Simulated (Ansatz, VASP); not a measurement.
**Two plane-wave programs on CuI**

File INCAR:

```
SYSTEM = CuI
ALGO     = Normal         ! electronic algorithm
EDIFF    = 1E-7           ! SCF threshold, eV
ENCUT    = 520            ! plane-wave cutoff, eV
GGA      = PS             ! functional
ISIF     = 2              ! what is computed and relaxed
ISMEAR   = 0              ! smearing method
LASPH    = .True.         ! aspherical terms in the spheres
LCHARG   = .False.        ! write CHGCAR
LREAL    = .False.        ! projectors in reciprocal space
LWAVE    = .False.        ! write WAVECAR
NBANDS   = 16             ! bands
NELM     = 100            ! most SCF steps
PREC     = Accurate       ! precision mode
SIGMA    = 0.05           ! smearing width, eV
```

File KPOINTS:

```
k-points
0
Gamma
  8 8 8
  0 0 0
```

POSCAR

```
CuI
1.0
    0.0000000000      3.2002550925      2.7202168286
    3.2002550925      0.0000000000      2.7202168286
    3.2002550925      3.2002550925      0.0000000000
Cu I
1 1
Direct
    0.7500000000      0.7500000000      0.7500000000
    0.0000000000      0.0000000000      0.0000000000
```

Input for Ansatz:

```yaml
crystal:
  lattice:
    - [0.0, 3.2002550925, 2.7202168286]
    - [3.2002550925, 0.0, 2.7202168286]
    - [3.2002550925, 3.2002550925, 0.0]
  atoms:
    - { symbol: Cu, position: [0.75, 0.75, 0.75] }
    - { symbol: I, position: [0.0, 0.0, 0.0] }
basis:
  ecutwfc: 420
kpoints:
  mp_grid: { grid: [8, 8, 8] }
hamiltonian:
  xc: pbesol
scf:
  occupations: { method: gaussian, width: 0.05 }
output:
  forces: true
  stress: true
  eigenvalues: true
```

Alike in both runs: task single point; functional PBEsol; k mesh 8 × 8 × 8; occupations gaussian, width 0.05 eV; no spin polarisation.

```csv
,VASP,Ansatz
version,VASP 6.6.1,Ansatz 0.2.0
potentials or method,"VASP PAW PBE potentials, release 64 (Cu, I), cutoff 520 eV","scalar-relativistic, plane waves, PAW"
valence electrons in the cell,18,36
```

VASP gave:

- gap on the k mesh at the Fermi level (eV): 0.92
- least direct gap on the mesh (eV): 0.92
- pressure (GPa): -2.8
- traceless stress, the component that is largest in VASP (GPa): 1.75

What did Ansatz give for the same quantities?

gap on the k mesh at the Fermi level (eV): 0.90; least direct gap on the mesh (eV): 0.90; pressure (GPa): -2.9; traceless stress, the component that is largest in VASP (GPa): 1.77.

VASP's potentials were made for PBE, not for PBEsol. With one functional, cell and mesh, what is left measures potentials, basis and numerics. VASP's potentials hold 18 valence electrons a cell and Ansatz's 36, so a difference there can come from the potentials and not from the codes.

Spin-orbit coupling is off throughout.
